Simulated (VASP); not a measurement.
# Sb3P5 (F-43m) in VASP: notebook

The runs below take Sb3P5 through single point, relaxation of cell and atoms, with PBE.

Program: VASP 6.6.1. These are calculated values, not measurements. Logs are shortened: lines on timing, memory, paths and dates and some standing lists are left out, and cuts for length are marked.

**1. The cell of the first run**

It takes space group F-43m (No. 216, cubic). The conventional cell has a = 10.528 Å, b = 10.528 Å, c = 10.528 Å, α = 90.00°, β = 90.00°, γ = 90.00°. Sb (site symmetry -43m) has 16 P at 4.33 to 4.56 Å and 10 Sb at 4.56 to 5.26 Å within 5.7 Å. Sb (site symmetry -43m) has 18 P at 4.40 to 5.26 Å and 8 Sb at 4.56 Å within 5.8 Å. Sb (site symmetry -43m) has 4 P at 2.48 Å within 3.3 Å. P (site symmetry -43m) has 4 P at 2.08 Å within 2.8 Å. P (site symmetry 3m) has 1 P at 2.08 Å and 1 Sb at 2.48 Å within 2.8 Å.

The cell was generated, and may not be a known phase.

**2. Single point, PBE**

The input, INCAR:

```
SYSTEM = Sb3P5
  ALGO = Normal
  EDIFF = 1E-6
  ENCUT = 520
  GGA = PE
  ISIF = 2
  ISMEAR = 0
  LASPH = .True.
  LCHARG = .False.
  LREAL = .False.
  LWAVE = .False.
  NBANDS = 30
  NELM = 100
  PREC = Accurate
  SIGMA = 0.1
```

The input, KPOINTS:

```
k-points
0
Gamma
  6 6 6
  0 0 0
```

The input, POSCAR:

```
Sb3P5
1.0
    0.0000000000      5.2639121627      5.2639121627
    5.2639121627      0.0000000000      5.2639121627
    5.2639121627      5.2639121627      0.0000000000
Sb P
3 5
Direct
    0.5000000000      0.5000000000      0.5000000000
    0.2500000000      0.2500000000      0.2500000000
    0.0000000000      0.0000000000      0.0000000000
    0.7500000000      0.7500000000      0.7500000000
    0.8642476903      0.4072569292      0.8642476903
    0.8642476903      0.8642476903      0.8642476903
    0.4072569292      0.8642476903      0.8642476903
    0.8642476903      0.8642476903      0.4072569292
```

Potentials or basis: VASP PAW PBE potentials, release 64 (Sb, P).

On the command line:

```
> cat potpaw_PBE.64/Sb/POTCAR potpaw_PBE.64/P/POTCAR > POTCAR
> mpirun -np 1 vasp_std > vasp.out
```

OUTCAR:

```text
SYSTEM = Sb3P5
   EDIFF = 1E-6
   ENCUT = 520
   GGA = PE
   ISIF = 2
   ISMEAR = 0
   LASPH = .True.
   LREAL = .False.
   NELM = 100
   PREC = Accurate

 ion  position               nearest neighbor table
   1  0.500  0.500  0.500-
   2  0.250  0.250  0.250-
   3  0.000  0.000  0.000-   6 2.48   5 2.48   7 2.48   8 2.48
   4  0.750  0.750  0.750-   5 2.08   7 2.08   8 2.08   6 2.08
   5  0.864  0.407  0.864-   4 2.08   3 2.48
   6  0.864  0.864  0.864-   4 2.08   3 2.48
   7  0.407  0.864  0.864-   4 2.08   3 2.48
   8  0.864  0.864  0.407-   4 2.08   3 2.48

  LATTYP: Found a face centered cubic cell.
 ALAT       =    10.5278243254

  Lattice vectors:

 A1 = (   0.0000000000,   5.2639121627,   5.2639121627)
 A2 = (   5.2639121627,   0.0000000000,   5.2639121627)
 A3 = (   5.2639121627,   5.2639121627,   0.0000000000)

Analysis of symmetry for initial positions (statically):
=====================================================================
 Subroutine PRICEL returns:
 Original cell was already a primitive cell.

 Routine SETGRP: Setting up the symmetry group for a
 face centered cubic supercell.

 Subroutine GETGRP returns: Found 24 space group operations
 (whereof 24 operations were pure point group operations)
 out of a pool of 48 trial point group operations.

The static configuration has the point symmetry T_d .

Analysis of symmetry for dynamics (positions and initial velocities):
=====================================================================
 Subroutine PRICEL returns:
 Original cell was already a primitive cell.

 Routine SETGRP: Setting up the symmetry group for a
 face centered cubic supercell.

 Subroutine GETGRP returns: Found 24 space group operations
 (whereof 24 operations were pure point group operations)
 out of a pool of 48 trial point group operations.

The dynamic configuration has the point symmetry T_d .

 Subroutine INISYM returns: Found 24 space group operations
 (whereof 24 operations are pure point group operations),
 and found     1 'primitive' translations

----------------------------------------------------------------------------------------

                                     Primitive cell

  volume of cell :     291.7131

  direct lattice vectors                    reciprocal lattice vectors
     0.000000000  5.263912163  5.263912163    -0.094986387  0.094986387  0.094986387
     5.263912163  0.000000000  5.263912163     0.094986387 -0.094986387  0.094986387
     5.263912163  5.263912163  0.000000000     0.094986387  0.094986387 -0.094986387

  length of vectors
     7.444295972  7.444295972  7.444295972     0.164521249  0.164521249  0.164521249

  position of ions in fractional coordinates (direct lattice)
     0.500000000  0.500000000  0.500000000
     0.250000000  0.250000000  0.250000000
     0.000000000  0.000000000  0.000000000
     0.750000000  0.750000000  0.750000000
     0.864247690  0.407256929  0.864247690
     0.864247690  0.864247690  0.864247690
     0.407256929  0.864247690  0.864247690
     0.864247690  0.864247690  0.407256929

  ion indices of the primitive-cell ions
   primitive index   ion index
                 1           1
                 2           2
                 3           3
                 4           4
                 5           5
                 6           6
                 7           7
                 8           8

----------------------------------------------------------------------------------------

 KPOINTS: k-points

Automatic generation of k-mesh.
 Grid dimensions read from file:
 generate k-points for:    6    6    6

 Generating k-lattice:

  Cartesian coordinates                     Fractional coordinates (reciprocal lattice)
    -0.015831065  0.015831065  0.015831065     0.166666667  0.000000000  0.000000000
     0.015831065 -0.015831065  0.015831065     0.000000000  0.166666667  0.000000000
     0.015831065  0.015831065 -0.015831065     0.000000000  0.000000000  0.166666667

  Length of vectors
     0.027420208  0.027420208  0.027420208

  Shift w.r.t. Gamma in fractional coordinates (k-lattice)
     0.000000000  0.000000000  0.000000000

 Subroutine IBZKPT returns following result:
 ===========================================

 Found     16 irreducible k-points:

 Following reciprocal coordinates:
            Coordinates               Weight
  0.000000  0.000000  0.000000      1.000000
  0.166667  0.000000  0.000000      8.000000
  0.333333  0.000000  0.000000      8.000000
  0.500000  0.000000  0.000000      4.000000
  0.166667  0.166667  0.000000      6.000000
  0.333333  0.166667  0.000000     24.000000
[... 8 lines left out ...]
 -0.333333  0.333333  0.166667     24.000000
 -0.333333  0.500000  0.166667     12.000000
   k-points           NKPTS =     16   k-points in BZ     NKDIM =     16   number of bands    NBANDS=     30
   number of dos      NEDOS =    301   number of ions     NIONS =      8
   total plane-waves  NPLWV = 175616
   dimension x,y,z NGX =    56 NGY =   56 NGZ =   56
   dimension x,y,z NGXF=   112 NGYF=  112 NGZF=  112
   ions per type =               3   5
   NGX,Y,Z   is equivalent  to a cutoff of  12.51, 12.51, 12.51 a.u.
   NGXF,Y,Z  is equivalent  to a cutoff of  25.01, 25.01, 25.01 a.u.
 SYSTEM =  Sb3P5
   PREC   = accura    normal or accurate (medium, high low for compatibility)
   ISTART =      0    job   : 0-new  1-cont  2-samecut
   ICHARG =      2    charge: 1-file 2-atom 10-const
   ISPIN  =      1    spin polarized calculation?
   LNONCOLLINEAR =      F non collinear calculations
   LSORBIT =      F    spin-orbit coupling
   LASPH  =      T    aspherical Exc in radial PAW
   ENCUT  =  520.0 eV  38.22 Ry    6.18 a.u.  13.84 13.84 13.84*2*pi/ulx,y,z
   NELM   =    100;   NELMIN=  2; NELMDL= -5     # of ELM steps
   EDIFF  = 0.1E-05   stopping-criterion for ELM
   LREAL  =      F    real-space projection
   EDIFFG = 0.1E-04   stopping-criterion for IOM
   NSW    =      0    number of steps for IOM
   IBRION =     -1    ionic relax: 0-MD 1-quasi-New 2-CG
   NFREE  =      0    steps in history (QN), initial steepest desc. (CG)
   ISIF   =      2    stress and relaxation
   ISYM   =      2    0-nonsym 1-usesym 2-fastsym
   POTIM  = 0.5000    time-step for ionic-motion
   TEBEG  =    0.0;   TEEND  =   0.0 temperature during run
   PSTRESS=    0.0 pullay stress
   NELECT =      40.0000    total number of electrons
   NUPDOWN=      -1.0000    fix difference up-down
   EMIN   =  10.00;   EMAX   =-10.00  energy-range for DOS
   EFERMI =   0.00;   METHOD = LEGACY
   ISMEAR =     0;   SIGMA  =   0.10  broadening in eV -4-tet -1-fermi 0-gaus
   EFERMI_NEDOS =   21; number of points for ismear=-14 and -15
   IALGO  =     38    algorithm
   IMIX   =      4    mixing-type and parameters
     AMIX     =   0.40;   BMIX     =  1.00
     AMIX_MAG =   1.60;   BMIX_MAG =  1.00
  volume/ion in A,a.u.               =      36.46       246.07
  Fermi-wavevector in a.u.,A,eV,Ry     =   0.844195  1.595298  9.696403  0.712665
  Thomas-Fermi vector in A             =   1.959184
   LORBIT       =      0    0 simple, 1 ext, 2 COOP (PROOUT), +10 PAW based schemes
   GGA     = PE    functional components
   LHFCALC =     F    Hartree Fock is set to
   AEXX    =    0.0000 exact exchange contribution
   IVDW    =     0    specifies the selected vdW correction
   LEPSILON=     F    determine dielectric tensor
   LRPA    =     F    only Hartree local field effects (RPA)
 non-spin polarized calculation
 Gauss-broadening in eV      SIGMA  =   0.10
  energy-cutoff  :      520.00
  volume of cell :      291.71
 maximum number of plane-waves:      7880
   NGX = 27   NGY = 27   NGZ = 27

 number of electron      40.0000002 magnetization

 Free energy of the ion-electron system (eV)
  ---------------------------------------------------
  ext. energy  EPLUGINS =         0.00000000
  ---------------------------------------------------
  free energy    TOTEN  =       -27.14091994 eV

  energy without entropy =      -27.06870405  energy(sigma->0) =      -27.10481200

 E-fermi :   2.1042     XC(G=0):  -7.7728

 val. band max:        2.0845239413   @ k =   0.3333   0.1667   0.0000
 cond. band min:       2.1127970879   @ k =   0.5000   0.5000   0.0000
 fundamental gap:      0.0282731466
 Fermi energy:         2.1042490149

 k-point     1 :       0.0000    0.0000    0.0000
  band No.  band energies     occupation
      1     -12.1224      2.00000
      2      -9.1422      2.00000
      3      -8.0997      2.00000
      4      -8.0997      2.00000
      5      -8.0997      2.00000
      6      -6.4007      2.00000
[... 22 lines left out ...]
     29       6.8319      0.00000
     30       7.4151      0.00000

 k-point     2 :       0.1667    0.0000    0.0000
  band No.  band energies     occupation
      1     -12.1025      2.00000
      2      -9.3709      2.00000
      3      -8.1026      2.00000
      4      -8.1026      2.00000
      5      -7.7702      2.00000
      6      -6.3920      2.00000
[... 22 lines left out ...]
     29       7.0233      0.00000
     30       7.5072      0.00000

 k-point     3 :       0.3333    0.0000    0.0000
  band No.  band energies     occupation
      1     -12.0600      2.00000
      2      -9.6757      2.00000
      3      -8.1083      2.00000
      4      -8.1083      2.00000
      5      -7.2165      2.00000
      6      -6.3483      2.00000
[... 22 lines left out ...]
     29       6.5011      0.00000
     30       7.6381      0.00000

 k-point     4 :       0.5000    0.0000    0.0000
  band No.  band energies     occupation
      1     -12.0374      2.00000
      2      -9.7968      2.00000
      3      -8.1111      2.00000
      4      -8.1111      2.00000
      5      -6.9407      2.00000
      6      -6.2873      2.00000
[... 352 lines left out ...]
     29       6.5243      0.00000
     30       7.1147      0.00000

 k-point    15 :      -0.3333    0.3333    0.1667
  band No.  band energies     occupation
      1     -12.0139      2.00000
      2      -9.9032      2.00000
      3      -8.1316      2.00000
      4      -8.1203      2.00000
      5      -6.4775      2.00000
      6      -6.2650      2.00000
[... 22 lines left out ...]
     29       6.2591      0.00000
     30       6.9171      0.00000

 k-point    16 :      -0.3333    0.5000    0.1667
  band No.  band energies     occupation
      1     -12.0058      2.00000
      2      -9.9373      2.00000
      3      -8.1285      2.00000
      4      -8.1271      2.00000
      5      -6.2969      2.00000
      6      -6.2465      2.00000
[... 22 lines left out ...]
     29       6.5009      0.00000
     30       6.6088      0.00000

------------------------ aborting loop because EDIFF is reached ----------------------------------------

  FORCE on cell =-STRESS in cart. coord.  units (eV):
  Direction    XX          YY          ZZ          XY          YZ          ZX
  --------------------------------------------------------------------------------------
  -------------------------------------------------------------------------------------
  Total       -0.0283058     -0.0283058     -0.0283058     -0.0000000      0.0000000      0.0000000
  in kB       -0.1554640     -0.1554640     -0.1554640     -0.0000000      0.0000000      0.0000000
  external PRESSURE =      -0.1554640 kB  Pullay stress =       0.0000000 kB

 VOLUME and BASIS-vectors are now :
 -----------------------------------------------------------------------------
  energy-cutoff  :      520.00
  volume of cell :      291.71
      direct lattice vectors                 reciprocal lattice vectors
     0.000000000  5.263912163  5.263912163    -0.094986387  0.094986387  0.094986387
     5.263912163  0.000000000  5.263912163     0.094986387 -0.094986387  0.094986387
     5.263912163  5.263912163  0.000000000     0.094986387  0.094986387 -0.094986387

 POSITION                                       TOTAL-FORCE (eV/Angst)
 -----------------------------------------------------------------------------------
      5.26391      5.26391      5.26391         0.000000      0.000000      0.000000
      2.63196      2.63196      2.63196         0.000000      0.000000      0.000000
      0.00000      0.00000      0.00000         0.000000      0.000000      0.000000
      7.89587      7.89587      7.89587         0.000000      0.000000      0.000000
      6.69309      9.09865      6.69309         0.050193     -0.050193      0.050193
      9.09865      9.09865      9.09865        -0.050193     -0.050193     -0.050193
      9.09865      6.69309      6.69309        -0.050193      0.050193      0.050193
      6.69309      6.69309      9.09865         0.050193      0.050193     -0.050193
 -----------------------------------------------------------------------------------
    total drift:                               -0.000000     -0.000000     -0.000000

  FREE ENERGIE OF THE ION-ELECTRON SYSTEM (eV)
  ---------------------------------------------------
  free  energy   TOTEN  =       -27.1409199448 eV

  energy  without entropy=      -27.0687040484  energy(sigma->0) =      -27.10481200
```

It took 1.8 min on 1 thread of AMD EPYC 9R45 (Zen 5), shared host; peak memory 0.45 GiB.

Results:

- Free energy: -27.1409 eV
- Pressure: 0.0 GPa
- Largest force: 0.087 eV/Å
- Band gap on the k mesh: zero (bands 20 and 21 overlap by 0.64 eV)

Forces on the atoms (eV/Å):
```
Sb   0.000  0.000  0.000
Sb   0.000  0.000  0.000
Sb   0.000  0.000  0.000
P    0.000  0.000  0.000
P    0.050 -0.050  0.050
P   -0.050 -0.050 -0.050
P   -0.050  0.050  0.050
P    0.050  0.050 -0.050
```

Caveat: spin-orbit coupling is left out, which moves the levels of the heavy elements.

**3. Relaxation of cell and atoms, PBE**

The input, INCAR:

```
SYSTEM = Sb3P5
  PREC = Accurate
  ENCUT = 600
  EDIFF = 1E-7
  ISMEAR = 0
  SIGMA = 0.1
  LREAL = .FALSE.
  LASPH = .TRUE.
  NELM = 80
  ALGO = Normal
  ISIF = 3
  LWAVE = .FALSE.
  LCHARG = .FALSE.
  GGA = PE
  IBRION = 2
  NSW = 100
  EDIFFG = -0.01
```

The input, KPOINTS:

```
regular mesh
0
G
  6 6 6
  0 0 0
```

The input, POSCAR:

```
Sb3P5
1.0
    0.0000000000      5.2622791493      5.2622791493
    5.2622791493      0.0000000000      5.2622791493
    5.2622791493      5.2622791493      0.0000000000
Sb P
3 5
Direct
    0.5000000000      0.5000000000      0.5000000000
    0.2500000000      0.2500000000      0.2500000000
    0.0000000000      0.0000000000      0.0000000000
    0.7500000000      0.7500000000      0.7500000000
    0.8643817215      0.4068548354      0.8643817215
    0.8643817215      0.8643817215      0.8643817215
    0.4068548354      0.8643817215      0.8643817215
    0.8643817215      0.8643817215      0.4068548354
```

Potentials or basis: VASP PAW PBE potentials, release 64 (Sb, P).

On the command line:

```
> cat potpaw_PBE.64/Sb/POTCAR potpaw_PBE.64/P/POTCAR > POTCAR
> mpirun -np 1 vasp_std > vasp.out
```

Wall time 4.8 min (1 thread of AMD EPYC 9R45 (Zen 5), shared host); peak memory 0.56 GiB.

It converged, with:

```yaml
Free_energy: -27.1426 eV
Relaxed_volume: 36.49 Å³/atom
Relaxed_cell: a = 7.446 Å, b = 7.446 Å, c = 7.446 Å, α = 60.00°, β = 60.00°, γ = 60.00°
Space_group_after_relaxing_to_0.1_Å: F-43m (No. 216)
Energy_gained_by_relaxing: 0.2 meV/atom
Ionic_steps: 4
Pressure_after_relaxing: 0.0 GPa
Band_gap_on_the_k_mesh: zero (bands 20 and 21 overlap by 0.64 eV)
```

Step by step:
```
step  energy change (eV)  largest force (eV/Å)  pressure (GPa)  volume (Å³)
   1              0.0000                0.1344           -0.01       291.44
   2             -0.0017                0.0006            0.06       291.39
   3             -0.0017                0.0009            0.06       291.39
   4             -0.0018                0.0006            0.01       291.95
```

Final structure:
```xyz
8
Lattice="0.0000 5.2653 5.2653 5.2653 0.0000 5.2653 5.2653 5.2653 0.0000" Properties=species:S:1:pos:R:3 pbc="T T T"
Sb    5.2653    5.2653    5.2653
Sb    2.6327    2.6327    2.6327
Sb    5.2653    5.2653   10.5307
P     7.8980    7.8980    7.8980
P     6.6975    9.0986    6.6975
P     9.0986    9.0986    9.0986
P     9.0986    6.6975    6.6975
P     6.6975    6.6975    9.0986
```

Levels at points of the mesh, in eV from the Fermi level:
| k point | band 18 | band 19 | band 20 | band 21 | band 22 | band 23 |
| --- | --- | --- | --- | --- | --- | --- |
| (0.00, 0.00, 0.00) | -0.77 | -0.77 | 0.55 | 0.55 | 0.55 | 0.71 |
| (0.50, 0.00, 0.00) | -0.26 | -0.26 | 0.02 | 0.02 | 0.36 | 0.56 |
| (0.50, 0.50, 0.00) | -0.36 | -0.25 | -0.25 | 0.01 | 0.01 | 0.44 |

Caveat: spin-orbit coupling is left out, which moves the levels of the heavy elements.

The gap in the log of VASP goes by the Fermi energy; the results here count the filled bands.